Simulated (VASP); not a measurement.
# LiCl (Fm-3m) in VASP: further runs

Runs on LiCl. Level: PBEsol. Tasks: single point, relaxation of cell and atoms.

Everything below comes from runs of VASP 6.6.1. Logs are shortened: lines on timing, memory, paths and dates and some standing lists are left out, and cuts for length are marked.

### 1 The cell of the first run

The structure is cubic, space group Fm-3m (No. 225). The conventional cell has a = 5.063 Å, b = 5.063 Å, c = 5.063 Å, α = 90.00°, β = 90.00°, γ = 90.00°. Within 3.3 Å of Li (site symmetry m-3m) lie 6 Cl at 2.53 Å. Cl (site symmetry m-3m) has 6 Li at 2.53 Å within 3.3 Å.

### 2 Single point, PBEsol

The input, INCAR:

```
SYSTEM = LiCl
PREC = Accurate ; ENCUT = 520
EDIFF = 1E-7 ; ISMEAR = 0
SIGMA = 0.02 ; LREAL = .FALSE.
LASPH = .TRUE. ; NELM = 80
ALGO = Normal ; ISIF = 2
LWAVE = .FALSE. ; LCHARG = .FALSE.
GGA = PS ; NBANDS = 12
```

The input, KPOINTS:

```
Automatic mesh
0
G
  8 8 8
  0 0 0
```

The input, POSCAR:

```
LiCl
1.0
    0.0000000000      2.5314105530      2.5314105530
    2.5314105530      0.0000000000      2.5314105530
    2.5314105530      2.5314105530      0.0000000000
Li Cl
1 1
Direct
    0.0000000000      0.0000000000      0.0000000000
    0.5000000000      0.5000000000      0.5000000000
```

Potentials or basis: VASP PAW PBE potentials, release 64 (Li_sv, Cl).

Started as:

```bash
> cat potpaw_PBE.64/Li_sv/POTCAR potpaw_PBE.64/Cl/POTCAR > POTCAR
> mpirun -np 1 vasp_std > vasp.out
```

OUTCAR:

```text
SYSTEM = LiCl
   PREC = Accurate
   ENCUT = 520
   EDIFF = 1E-7
   ISMEAR = 0
   LREAL = .FALSE.
   LASPH = .TRUE.
   NELM = 80
   ISIF = 2
   GGA = PS

 ion  position               nearest neighbor table
   1  0.000  0.000  0.000-   2 2.53   2 2.53   2 2.53   2 2.53   2 2.53   2 2.53
   2  0.500  0.500  0.500-   1 2.53   1 2.53   1 2.53   1 2.53   1 2.53   1 2.53

  LATTYP: Found a face centered cubic cell.
 ALAT       =     5.0628211060

  Lattice vectors:

 A1 = (   0.0000000000,   2.5314105530,   2.5314105530)
 A2 = (   2.5314105530,   0.0000000000,   2.5314105530)
 A3 = (   2.5314105530,   2.5314105530,   0.0000000000)

Analysis of symmetry for initial positions (statically):
=====================================================================
 Subroutine PRICEL returns:
 Original cell was already a primitive cell.

 Routine SETGRP: Setting up the symmetry group for a
 face centered cubic supercell.

 Subroutine GETGRP returns: Found 48 space group operations
 (whereof 48 operations were pure point group operations)
 out of a pool of 48 trial point group operations.

The static configuration has the point symmetry O_h .

Analysis of symmetry for dynamics (positions and initial velocities):
=====================================================================
 Subroutine PRICEL returns:
 Original cell was already a primitive cell.

 Routine SETGRP: Setting up the symmetry group for a
 face centered cubic supercell.

 Subroutine GETGRP returns: Found 48 space group operations
 (whereof 48 operations were pure point group operations)
 out of a pool of 48 trial point group operations.

The dynamic configuration has the point symmetry O_h .

 Subroutine INISYM returns: Found 48 space group operations
 (whereof 48 operations are pure point group operations),
 and found     1 'primitive' translations

----------------------------------------------------------------------------------------

                                     Primitive cell

  volume of cell :      32.4428

  direct lattice vectors                    reciprocal lattice vectors
     0.000000000  2.531410553  2.531410553    -0.197518336  0.197518336  0.197518336
     2.531410553  0.000000000  2.531410553     0.197518336 -0.197518336  0.197518336
     2.531410553  2.531410553  0.000000000     0.197518336  0.197518336 -0.197518336

  length of vectors
     3.579955136  3.579955136  3.579955136     0.342111793  0.342111793  0.342111793

  position of ions in fractional coordinates (direct lattice)
     0.000000000  0.000000000  0.000000000
     0.500000000  0.500000000  0.500000000

  ion indices of the primitive-cell ions
   primitive index   ion index
                 1           1
                 2           2

----------------------------------------------------------------------------------------

 KPOINTS: Automatic mesh

Automatic generation of k-mesh.
 Grid dimensions read from file:
 generate k-points for:    8    8    8

 Generating k-lattice:

  Cartesian coordinates                     Fractional coordinates (reciprocal lattice)
    -0.024689792  0.024689792  0.024689792     0.125000000  0.000000000  0.000000000
     0.024689792 -0.024689792  0.024689792     0.000000000  0.125000000  0.000000000
     0.024689792  0.024689792 -0.024689792     0.000000000  0.000000000  0.125000000

  Length of vectors
     0.042763974  0.042763974  0.042763974

  Shift w.r.t. Gamma in fractional coordinates (k-lattice)
     0.000000000  0.000000000  0.000000000

 Subroutine IBZKPT returns following result:
 ===========================================

 Found     29 irreducible k-points:

 Following reciprocal coordinates:
            Coordinates               Weight
  0.000000  0.000000  0.000000      1.000000
  0.125000  0.000000  0.000000      8.000000
  0.250000  0.000000  0.000000      8.000000
  0.375000  0.000000  0.000000      8.000000
  0.500000  0.000000  0.000000      4.000000
  0.125000  0.125000  0.000000      6.000000
[... 16 lines left out ...]
  0.500000  0.250000  0.125000     48.000000
 -0.375000  0.250000  0.125000     24.000000
 [... further k-points ...]
   k-points           NKPTS =     29   k-points in BZ     NKDIM =     29   number of bands    NBANDS=     12
   number of dos      NEDOS =    301   number of ions     NIONS =      2
   total plane-waves  NPLWV =  21952
   dimension x,y,z NGX =    28 NGY =   28 NGZ =   28
   dimension x,y,z NGXF=    56 NGYF=   56 NGZF=   56
   ions per type =               1   1
   NGX,Y,Z   is equivalent  to a cutoff of  13.00, 13.00, 13.00 a.u.
   NGXF,Y,Z  is equivalent  to a cutoff of  26.01, 26.01, 26.01 a.u.
 SYSTEM =  LiCl
   PREC   = accura    normal or accurate (medium, high low for compatibility)
   ISTART =      0    job   : 0-new  1-cont  2-samecut
   ICHARG =      2    charge: 1-file 2-atom 10-const
   ISPIN  =      1    spin polarized calculation?
   LNONCOLLINEAR =      F non collinear calculations
   LSORBIT =      F    spin-orbit coupling
   LASPH  =      T    aspherical Exc in radial PAW
   ENCUT  =  520.0 eV  38.22 Ry    6.18 a.u.   6.66  6.66  6.66*2*pi/ulx,y,z
   NELM   =     80;   NELMIN=  2; NELMDL= -5     # of ELM steps
   EDIFF  = 0.1E-06   stopping-criterion for ELM
   LREAL  =      F    real-space projection
   EDIFFG = 0.1E-05   stopping-criterion for IOM
   NSW    =      0    number of steps for IOM
   IBRION =     -1    ionic relax: 0-MD 1-quasi-New 2-CG
   NFREE  =      0    steps in history (QN), initial steepest desc. (CG)
   ISIF   =      2    stress and relaxation
   ISYM   =      2    0-nonsym 1-usesym 2-fastsym
   POTIM  = 0.5000    time-step for ionic-motion
   TEBEG  =    0.0;   TEEND  =   0.0 temperature during run
   PSTRESS=    0.0 pullay stress
   NELECT =      10.0000    total number of electrons
   NUPDOWN=      -1.0000    fix difference up-down
   EMIN   =  10.00;   EMAX   =-10.00  energy-range for DOS
   EFERMI =   0.00;   METHOD = LEGACY
   ISMEAR =     0;   SIGMA  =   0.02  broadening in eV -4-tet -1-fermi 0-gaus
   EFERMI_NEDOS =   21; number of points for ismear=-14 and -15
   IALGO  =     38    algorithm
   IMIX   =      4    mixing-type and parameters
     AMIX     =   0.40;   BMIX     =  1.00
     AMIX_MAG =   1.60;   BMIX_MAG =  1.00
  volume/ion in A,a.u.               =      16.22       109.47
  Fermi-wavevector in a.u.,A,eV,Ry     =   1.105865  2.089782 16.639084  1.222938
  Thomas-Fermi vector in A             =   2.242358
   LORBIT       =      0    0 simple, 1 ext, 2 COOP (PROOUT), +10 PAW based schemes
   GGA     = PS    functional components
   LHFCALC =     F    Hartree Fock is set to
   AEXX    =    0.0000 exact exchange contribution
   IVDW    =     0    specifies the selected vdW correction
   LEPSILON=     F    determine dielectric tensor
   LRPA    =     F    only Hartree local field effects (RPA)
 non-spin polarized calculation
 Gauss-broadening in eV      SIGMA  =   0.02
  energy-cutoff  :      520.00
  volume of cell :       32.44
 maximum number of plane-waves:       893
   NGX = 13   NGY = 13   NGZ = 13

 number of electron      10.0000000 magnetization

 number of electron       9.9999996 magnetization

 Free energy of the ion-electron system (eV)
  ---------------------------------------------------
  ext. energy  EPLUGINS =         0.00000000
  ---------------------------------------------------
  free energy    TOTEN  =        -7.63912793 eV

  energy without entropy =       -7.63912793  energy(sigma->0) =       -7.63912793

 E-fermi :   0.9694     XC(G=0):  -9.0823

 val. band max:        0.8369591301   @ k =   0.0000   0.0000   0.0000
 cond. band min:       7.2019952422   @ k =   0.0000   0.0000   0.0000
 fundamental gap:      6.3650361121
 Fermi energy:         0.9693633018

 k-point     1 :       0.0000    0.0000    0.0000
  band No.  band energies     occupation
      1     -41.9154      2.00000
      2     -12.6995      2.00000
      3       0.8370      2.00000
      4       0.8370      2.00000
      5       0.8370      2.00000
      6       7.2020      0.00000
      7      12.6798      0.00000
      8      12.6798      0.00000
      9      12.6798      0.00000
     10      15.4801      0.00000
     11      15.4801      0.00000
     12      15.5055      0.00000

 k-point     2 :       0.1250    0.0000    0.0000
  band No.  band energies     occupation
      1     -41.9148      2.00000
      2     -12.6161      2.00000
      3       0.2664      2.00000
      4       0.7918      2.00000
      5       0.7918      2.00000
      6       7.6717      0.00000
      7      11.8906      0.00000
      8      12.6139      0.00000
      9      12.6139      0.00000
     10      13.9423      0.00000
     11      13.9423      0.00000
     12      15.9282      0.00000

 k-point     3 :       0.2500    0.0000    0.0000
  band No.  band energies     occupation
      1     -41.9134      2.00000
      2     -12.4023      2.00000
      3      -0.8697      2.00000
      4       0.6890      2.00000
      5       0.6890      2.00000
      6       8.0148      0.00000
      7      11.4735      0.00000
      8      11.4735      0.00000
      9      11.8379      0.00000
     10      14.7923      0.00000
     11      14.7923      0.00000
     12      16.5008      0.00000
[... 286 lines left out ...]
 k-point    23 :       0.5000    0.2500    0.1250
  band No.  band energies     occupation
      1     -41.9114      2.00000
      2     -12.0228      2.00000
      3      -1.6649      2.00000
      4      -0.4896      2.00000
      5       0.2994      2.00000
      6       9.1628      0.00000
      7      10.1639      0.00000
      8      11.1583      0.00000
      9      12.3070      0.00000
     10      15.3337      0.00000
     11      18.5158      0.00000
     12      18.9149      0.00000

 k-point    24 :      -0.3750    0.2500    0.1250
  band No.  band energies     occupation
      1     -41.9109      2.00000
      2     -11.9334      2.00000
      3      -1.9181      2.00000
      4      -0.5940      2.00000
      5       0.2037      2.00000
      6       8.9603      0.00000
      7      10.1122      0.00000
      8      11.3725      0.00000
      9      12.7082      0.00000
     10      16.4424      0.00000
     11      17.1328      0.00000
     12      19.2470      0.00000

 [... further k-points ...]

------------------------ aborting loop because EDIFF is reached ----------------------------------------

  FORCE on cell =-STRESS in cart. coord.  units (eV):
  Direction    XX          YY          ZZ          XY          YZ          ZX
  --------------------------------------------------------------------------------------
  -------------------------------------------------------------------------------------
  Total       -0.0093419     -0.0093419     -0.0093419     -0.0000000     -0.0000000     -0.0000000
  in kB       -0.4613482     -0.4613482     -0.4613482     -0.0000000     -0.0000000     -0.0000000
  external PRESSURE =      -0.4613482 kB  Pullay stress =       0.0000000 kB

 VOLUME and BASIS-vectors are now :
 -----------------------------------------------------------------------------
  energy-cutoff  :      520.00
  volume of cell :       32.44
      direct lattice vectors                 reciprocal lattice vectors
     0.000000000  2.531410553  2.531410553    -0.197518336  0.197518336  0.197518336
     2.531410553  0.000000000  2.531410553     0.197518336 -0.197518336  0.197518336
     2.531410553  2.531410553  0.000000000     0.197518336  0.197518336 -0.197518336

 POSITION                                       TOTAL-FORCE (eV/Angst)
 -----------------------------------------------------------------------------------
      0.00000      0.00000      0.00000        -0.000000      0.000000      0.000000
      2.53141      2.53141      2.53141         0.000000     -0.000000     -0.000000
 -----------------------------------------------------------------------------------
    total drift:                                0.000000      0.000000      0.000000

  FREE ENERGIE OF THE ION-ELECTRON SYSTEM (eV)
  ---------------------------------------------------
  free  energy   TOTEN  =        -7.6391279308 eV

  energy  without entropy=       -7.6391279308  energy(sigma->0) =       -7.63912793
```

Wall time 8 s (1 thread of Intel Xeon Platinum 8488C (Sapphire Rapids), shared host); peak memory 0.14 GiB.

What came out:

* Free energy: -7.6391 eV
* Band gap on the k mesh: 6.37 eV, direct

Levels at points of the mesh, in eV from the valence-band top:
| k point | band 3 | band 4 | band 5 | band 6 | band 7 | band 8 |
| --- | --- | --- | --- | --- | --- | --- |
| (0.00, 0.00, 0.00) | 0.00 | 0.00 | 0.00 | 6.37 | 11.84 | 11.84 |
| (0.50, 0.00, 0.00) | -3.04 | -0.28 | -0.28 | 6.60 | 9.41 | 9.41 |
| (0.50, 0.50, 0.00) | -3.15 | -1.20 | -1.20 | 7.86 | 8.03 | 12.61 |

Caveat: the cutoff is under 1.25 times the usual one of these potentials, so pressure, stress and relaxed cells hold a basis-set (Pulay) error; the PAW data sets were made with another functional, which shifts forces and pressure a little.

### 3 Relaxation of cell and atoms, PBEsol

This run uses another cell than the first one, of 16.87 Å³/atom, 1.040 times its volume.

The input, INCAR:

```
  ALGO = Normal
  EDIFF = 1E-7
  EDIFFG = -0.005
  ENCUT = 600
  GGA = PS
  IBRION = 2
  ISIF = 3
  ISMEAR = 0
  LASPH = T
  LCHARG = F
  LREAL = F
  LWAVE = F
  NELM = 100
  NSW = 100
  PREC = Accurate
  SIGMA = 0.02
```

The input, KPOINTS:

```
k-points
0
Gamma
  8 8 8
```

The input, POSCAR:

```
LiCl
1.0
    0.0000000000      2.5647700000      2.5647700000
    2.5647700000      0.0000000000      2.5647700000
    2.5647700000      2.5647700000      0.0000000000
Li Cl
1 1
Direct
    0.0000000000      0.0000000000      0.0000000000
    0.5000000000      0.5000000000      0.5000000000
```

Potentials or basis: VASP PAW PBE potentials, release 64 (Li_sv, Cl).

Started as:

```bash
> cat potpaw_PBE.64/Li_sv/POTCAR potpaw_PBE.64/Cl/POTCAR > POTCAR
> mpirun -np 1 vasp_std > vasp.out
```

Run time: 25 s. Hardware: 1 thread of Intel Xeon Platinum 8488C (Sapphire Rapids), shared host; peak memory 0.16 GiB.

It converged, with:

* Free energy: -7.6403 eV
* Relaxed volume: 16.20 Å³/atom
* Relaxed cell: a = 3.578 Å, b = 3.578 Å, c = 3.578 Å, α = 60.00°, β = 60.00°, γ = 60.00°
* Space group after relaxing (to 0.05 Å): Fm-3m (No. 225)
* Energy gained by relaxing: 2.8 meV/atom
* Ionic steps: 4
* Pressure after relaxing: 0.0 GPa
* Band gap on the k mesh: 6.37 eV, direct

Step by step:
| step | energy change (eV) | largest force (eV/Å) | pressure (GPa) | volume (Å³) |
| --- | --- | --- | --- | --- |
| 1 | 0.0000 | 0.0000 | -1.30 | 33.74 |
| 2 | -0.0042 | 0.0000 | -0.69 | 33.08 |
| 3 | -0.0056 | 0.0000 | -0.07 | 32.47 |
| 4 | -0.0057 | 0.0000 | 0.00 | 32.40 |

Final structure:
```xyz
2
Lattice="0.0000 2.5304 2.5304 2.5304 0.0000 2.5304 2.5304 2.5304 0.0000" Properties=species:S:1:pos:R:3 pbc="T T T"
Li    5.0607    2.5304    2.5304
Cl    2.5304    2.5304    2.5304
```

Levels at points of the mesh, in eV from the valence-band top:
```
           k point  band 2  band 3  band 4  band 5  band 6  band 7  band 8  band 9
(0.00, 0.00, 0.00)  -13.54    0.00    0.00    0.00    6.37   11.84   11.84   11.84
(0.50, 0.00, 0.00)  -12.90   -3.04   -0.28   -0.28    6.60    9.41    9.41   13.24
(0.50, 0.50, 0.00)  -12.62   -3.15   -1.20   -1.20    7.86    8.03   12.62   14.30
```

Caveat: the cutoff is under 1.25 times the usual one of these potentials, so pressure, stress and relaxed cells hold a basis-set (Pulay) error; the PAW data sets were made with another functional, which shifts forces and pressure a little.
